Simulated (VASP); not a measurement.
Input of a VASP 6.6.1 run:

INCAR

```
PREC = Accurate
ENCUT = 520
EDIFF = 1E-6
ISMEAR = 0
SIGMA = 0.1
LREAL = F
LASPH = T
NELM = 80
ALGO = Normal
ISIF = 2
LWAVE = F
LCHARG = F
GGA = PE
NBANDS = 23
```

KPOINTS

```
regular mesh
0
Gamma
  4 4 4
```

POSCAR

```
Si4Ru
1.0
    4.0436712900      0.0000000000      0.0000000000
    0.0000000000      4.0436712900      0.0000000000
    0.0000000000      0.0000000000      4.0436712900
Si Ru
4 1
Direct
    0.0000000000      0.5000000000      0.5000000000
    0.5000000000      0.5000000000      0.0000000000
    0.5000000000      0.0000000000      0.5000000000
    0.0000000000      0.0000000000      0.0000000000
    0.5000000000      0.5000000000      0.5000000000
```

Potentials or basis: VASP PAW PBE potentials, release 64 (Si, Ru_pv).

Run with:

```sh
$ cat potpaw_PBE.64/Si/POTCAR potpaw_PBE.64/Ru_pv/POTCAR > POTCAR
$ mpirun -np 1 vasp_std > vasp.out
```

What does it give for the band gap on the k mesh?

Zero (bands 15 and 16 overlap by 1.80 eV).

What does it give for the pressure?

76.0 GPa.

Caveat: the k points lie up to 0.39 Å⁻¹ apart, too coarse for converged energies and pressures of a metal.
